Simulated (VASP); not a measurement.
**Sc: single point with LDA**

Sc:

```
CELL_PARAMETERS angstrom
2.69528 0.00000 0.00000
0.00000 2.69528 0.00000
0.00000 0.00000 2.69528
ATOMIC_POSITIONS crystal
Sc 0.00000 0.00000 0.00000
```

This cell differs from its parent crystal: volume scaled by 0.85.

```
Program                : VASP 6.6.1
Task                   : single point
Functional             : LDA
Potentials or basis    : VASP PAW LDA potentials, release 64 (Sc_sv)
Cutoff                 : 520 eV
k mesh                 : 15 × 15 × 15
Occupations            : fermi-dirac, width 0.05 eV
Spin                   : no spin polarisation
Dipole correction      : no
Further INCAR settings : ALGO = Normal; EDIFF = 1e-06; NBANDS = 12
```

The pressure is 8.6 GPa.

Levels at points of the mesh, in eV from the Fermi level:
```tsv
k point	band 1	band 2	band 3	band 4	band 5	band 6	band 7	band 8	band 9	band 10
(0.00, 0.00, 0.00)	-48.61	-26.95	-26.95	-26.95	-5.34	-0.89	-0.89	5.09	5.09	5.09
```

Wall time 11 s on 1 thread of Intel(R) Xeon(R) Platinum 8375C CPU @ 2.90GHz (Ice Lake), with other jobs on the host, peak memory 0.13 GiB.
